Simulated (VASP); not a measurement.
The system is SnSe.

```
CELL_PARAMETERS angstrom
4.55000 0.00000 0.00000
-2.27500 3.94042 0.00000
0.00000 0.00000 7.43015
ATOMIC_POSITIONS crystal
Sn 0.33333 0.66667 0.00000
Sn 0.66667 0.33333 0.50000
Se 0.33333 0.66667 0.37500
Se 0.66667 0.33333 0.87500
```

- Program: VASP 6.6.1
- Task: relaxation of cell and atoms
- Functional: PBE
- Potentials or basis: VASP PAW PBE potentials, release 64 (Sn_d, Se)
- Cutoff: 600 eV
- k mesh: 6 × 6 × 3
- Occupations: fermi-dirac, width 0.01 eV
- Spin: no spin polarisation

At the start: pressure 5.9 GPa; volume 33.30 Å³/atom.

Problem. How do energy, volume and symmetry change on relaxing?

Solution. Over 30 steps the energy falls by 184.9 meV/atom and the volume is 34.32 Å³/atom (+3.1 %); space group P6_3mc (No. 186, to 0.1 Å) before, P6_3/mmc (No. 194, to 0.1 Å).

The path:
| step | energy change (eV) | largest force (eV/Å) | pressure (GPa) | volume (Å³) |
| --- | --- | --- | --- | --- |
| 1 | 0.0000 | 0.0540 | 5.91 | 133.21 |
| 2 | -0.3202 | 0.0134 | -0.97 | 158.33 |
| 3 | -0.3350 | 0.0107 | -0.01 | 153.28 |
| 4 | -0.3349 | 0.0112 | -0.09 | 153.70 |
| 5 | -0.3396 | 0.0439 | -0.09 | 153.64 |
| 6 | -0.3517 | 0.1559 | -0.02 | 153.41 |
| 7 | -0.3568 | 0.4552 | 0.28 | 152.71 |
| 8 | -0.3589 | 0.3207 | 0.13 | 153.03 |
| 9 | -0.3614 | 0.3289 | 0.11 | 153.08 |
| 10 | -0.3688 | 0.3550 | 0.07 | 153.21 |
| 11 | -0.3832 | 0.4124 | 0.00 | 153.43 |
| 12 | -0.4063 | 0.5519 | -0.12 | 153.67 |
| 13 | -0.3853 | 0.9473 | -0.01 | 153.38 |
| 14 | -0.4077 | 0.6825 | -0.12 | 153.69 |
| 15 | -0.4142 | 0.6774 | -0.17 | 153.74 |
| 16 | -0.4319 | 0.6645 | -0.35 | 153.87 |
| 17 | -0.4584 | 0.6457 | -0.66 | 154.02 |
| 18 | -0.4592 | 0.6327 | -1.05 | 153.93 |
| 19 | -0.4664 | 0.6463 | -0.89 | 154.04 |
| 20 | -0.5033 | 0.5511 | -1.02 | 153.13 |
| 21 | -0.5903 | 0.3210 | -1.31 | 150.42 |
| 22 | -0.6891 | 0.0761 | -1.35 | 145.07 |
| 23 | -0.6700 | 0.2242 | 1.41 | 134.66 |
| 24 | -0.7169 | 0.0445 | -0.98 | 142.13 |
| 25 | -0.7292 | 0.0010 | -0.17 | 138.45 |
| 26 | -0.7298 | 0.0155 | -0.40 | 139.26 |
| 27 | -0.7299 | 0.0109 | -0.32 | 138.97 |
| 28 | -0.7387 | 0.0129 | -0.22 | 138.21 |
| 29 | -0.7392 | 0.0123 | -0.18 | 138.00 |
| 30 | -0.7396 | 0.0144 | 0.01 | 137.29 |

Final structure:
```cif
data_structure
_symmetry_space_group_name_H-M 'P 1'
_symmetry_Int_Tables_number 1
_cell_length_a 5.1362
_cell_length_b 5.1362
_cell_length_c 6.0096
_cell_angle_alpha 90.000
_cell_angle_beta 90.000
_cell_angle_gamma 120.000
_cell_volume 137.29
loop_
_atom_site_label
_atom_site_type_symbol
_atom_site_fract_x
_atom_site_fract_y
_atom_site_fract_z
_atom_site_occupancy
Sn1 Sn 0.33333 0.66667 0.94093 1
Sn2 Sn 0.66667 0.33333 0.44093 1
Se1 Se 0.33333 0.66667 0.43407 1
Se2 Se 0.66667 0.33333 0.93407 1
```

Caveat: a cell axis changed by over 15 % at a fixed basis, so the end point is rough.
